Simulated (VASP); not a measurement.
Runs of VASP 6.6.1 on Ba. The structure is that of space group Pm-3m (No. 221), or close to it. The cells are those of the table. This isn't the form of Ba at room conditions, which is bcc.

| cell | gap on the mesh (eV) | pressure (GPa) |
| --- | --- | --- |
| a = 3.851 Å, 1 atom | none | -0.2 |
| a = 3.891 Å, 1 atom | none | -0.4 |
| a = 3.969 Å, 1 atom | none | (b) |
| a = 4.007 Å, 1 atom | none | -1.0 |
| a = 3.931 Å, 1 atom | none | (a) |

Alike in all rows: task single point; level PBEsol; potentials or basis VASP PAW PBE potentials, release 64 (Ba_sv); no spin polarisation; k mesh 6 × 6 × 6; cutoff (eV) 520; smearing methfessel-paxton 0.1 eV.

Estimate the missing entries.

(a) -0.7; (b) -0.9.

Caveats: the PAW data sets were made with another functional, which shifts forces and pressure a little; spin-orbit coupling is left out, which moves the levels of the heavy elements.

A k mesh can miss the band edges, and the runs leave out spin-orbit coupling on Ba.

A gap of «none» marks levels without a gap at the run's occupations.
